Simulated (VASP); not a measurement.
Input of a VASP 6.6.1 run:

Contents of INCAR:

```
ALGO     = Fast           # electronic algorithm
EDIFF    = 1E-6           # SCF threshold, eV
ENCUT    = 520            # plane-wave cutoff, eV
GGA      = PE             # functional
ISIF     = 2              # what is computed and relaxed
ISMEAR   = -1             # smearing method
LASPH    = True           # aspherical terms in the spheres
LCHARG   = False          # write CHGCAR
LREAL    = False          # projectors in reciprocal space
LWAVE    = False          # write WAVECAR
NBANDS   = 18             # bands
NELM     = 60             # most SCF steps
PREC     = Accurate       # precision mode
SIGMA    = 0.05           # smearing width, eV
```

Contents of KPOINTS:

```
k-points
0
Gamma
  8 8 5
```

The input POSCAR:

```
Y
1.0
    3.6953976095      0.0000000000      0.0000000000
   -1.8476988047      3.2003082069      0.0000000000
    0.0000000000      0.0000000000      5.8060112795
Y
2
Direct
    0.6666666667      0.3333333333      0.7500000000
    0.3333333333      0.6666666667      0.2500000000
```

Potentials or basis: VASP PAW PBE potentials, release 64 (Y_sv).

Command:

```bash
$ cat potpaw_PBE.64/Y_sv/POTCAR > POTCAR
$ mpirun -np 1 vasp_std > vasp.out
```

Question: Estimate the pressure.

Answer: -1.7 GPa.

Question: Estimate the band gap on the k mesh.

Answer: Zero (band 11 reaches 3.54 eV, above the bottom of band 12 at 2.32 eV).

Stress tensor (GPa, compression positive):
```
-1.56  0.00  0.00
 0.00 -1.56  0.00
 0.00  0.00 -1.97
```
